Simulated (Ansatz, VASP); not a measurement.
# P2S: VASP beside Ansatz

```
P S
1.0
     3.38002    0.00000    0.00000
     0.00000    3.38002    0.00000
     0.00000    0.00000    8.89978
P S
4 2
Direct
  0.00000 0.50000 0.29731
  0.00000 0.50000 0.79731
  0.50000 0.00000 0.70269
  0.50000 0.00000 0.20269
  0.00000 0.00000 0.00000
  0.50000 0.50000 0.50000
```

Change from the starting cell: species swapped into the ZrO2 type (P4_2/nmc, No. 137).

Alike in both runs: task relaxation of cell and atoms; functional PBE; k mesh 12 × 12 × 4; occupations gaussian, width 0.1 eV; no spin polarisation.

|  | VASP | Ansatz |
| --- | --- | --- |
| version | VASP 6.6.1 | Ansatz 0.2.0 |
| potentials or method | VASP PAW PBE potentials, release 64 (P, S), cutoff 600 eV | scalar-relativistic, plane waves, PAW |
| valence electrons in the cell | 32 | 32 |

```csv
,VASP,Ansatz,Ansatz less VASP
"gap on the k mesh at the Fermi level, each at its own relaxed structure (eV)",none,none,-
relaxed volume (Å³/atom),16.98,17.00,+0.011
relaxed cell length with the largest relative difference (Å),9.195,9.199,+0.0041
```

A gap of «none» marks a metal or a gap that the smearing closes.
